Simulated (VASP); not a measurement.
**AgCl: dielectric tensor with PBE**

Crystal: AgCl.

```
Ag Cl
1.0
     0.00000    2.99326    2.99326
     2.99326    0.00000    2.99326
     2.99326    2.99326    0.00000
Ag Cl
1 1
Direct
  0.00000 0.00000 0.00000
  0.25000 0.25000 0.25000
```

```yaml
Program: VASP 6.6.1
Task: dielectric tensor
Functional: PBE
Potentials_or_basis: VASP PAW PBE potentials, release 64 (Ag, Cl)
Cutoff: 520 eV
k_mesh: 6 × 6 × 6
Occupations: gaussian, width 0.01 eV
Spin: no spin polarisation
Dipole_correction: no
Further_INCAR_settings: ALGO = Normal; EDIFF = 1e-08
```

```
Band gap on the k mesh                  : 1.25 eV
Electronic dielectric tensor (diagonal) : 3.97
Born charges (mean of the diagonal)     : Ag +1.27; Cl -1.27 e
```

Levels at points of the mesh, in eV from the valence-band top:
```
           k point  band 5  band 6  band 7  band 8  band 9  band 10  band 11  band 12  band 13
(0.00, 0.00, 0.00)   -2.13   -2.13    0.00    0.00    0.00     1.25     8.09     8.09     8.09
(0.50, 0.00, 0.00)   -2.06   -2.06   -1.97   -0.57   -0.57     3.75     6.70     8.44     8.44
(0.50, 0.50, 0.00)   -2.08   -1.98   -1.73   -1.35   -1.35     4.81     5.43     8.70    10.67
```

Electronic dielectric tensor:
```
3.97 0.00 0.00
0.00 3.97 0.00
0.00 0.00 3.97
```

Born effective charge tensors (e):
atom 1, Ag
```
1.27 0.00 0.00
0.00 1.27 0.00
0.00 0.00 1.27
```
atom 2, Cl
```
-1.27  0.00  0.00
 0.00 -1.27  0.00
 0.00  0.00 -1.27
```

It took 2.9 min on 1 thread of Intel Xeon 8259CL, with other jobs on the host, peak memory 0.25 GiB.
